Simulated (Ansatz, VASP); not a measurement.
# Two plane-wave programs on Co

```
CELL_PARAMETERS angstrom
2.25543 0.00000 0.00000
0.00000 2.25543 0.00000
0.00000 0.00000 2.25543
ATOMIC_POSITIONS crystal
Co 0.00000 0.00000 0.00000
```

Alike in both runs: functional LDA; k mesh 17 × 17 × 17; occupations fermi-dirac, width 0.05 eV; collinear spin.

Ansatz relaxed the structure, and its values are those at the end. VASP's run is a single point on that final structure, the one shown.

|  | VASP | Ansatz |
| --- | --- | --- |
| version | VASP 6.6.1 | Ansatz 0.2.0 |
| potentials or method | VASP PAW LDA potentials, release 64 (Co_sv) | PAW with Ansatz's default frozen-core files, scalar-relativistic |
| plane-wave cutoff (eV) | 600 | 420 |
| valence electrons in the cell | 17 | 17 |

```tsv
	VASP	Ansatz	Ansatz less VASP
pressure (GPa)	-3.8	0.0	+3.86
net moment per atom (μB)	1.48	1.54	+0.056
size of the moment on the site where the two differ most (μB)	1.46	1.52	+0.063
```

LDA's correlation is that of Perdew and Zunger in VASP and of Perdew and Wang (1992) in Ansatz. Site moments also hang on the region over which each program counts them.
